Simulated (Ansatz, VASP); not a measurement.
## One calculation of Sn, two programs

```
Sn
1.0
    -1.69092    1.69092    1.69092
     1.69092   -1.69092    1.69092
     1.69092    1.69092   -1.69092
Sn
1
Direct
  0.00000 0.00000 0.00000
```

Change from the starting cell: volume scaled by 0.7, LAPW.

Alike in both runs: task single point; functional PBE; k mesh 14 × 14 × 14; occupations fermi-dirac, width 0.1 eV; no spin polarisation.

|  | VASP | Ansatz |
| --- | --- | --- |
| version | VASP 6.6.1 | Ansatz 0.2.0 |
| potentials or method | VASP PAW PBE potentials, release 64 (Sn_d), cutoff 520 eV | all-electron LAPW, scalar-relativistic |

|  | VASP | Ansatz | Ansatz less VASP |
| --- | --- | --- | --- |
| pressure (GPa) | 40.1 | 40.1 | -0.01 |

Both programs put the cell under a high pressure, so it lies far from rest at this level. Ansatz ran all-electron here, and VASP with PAW potentials.
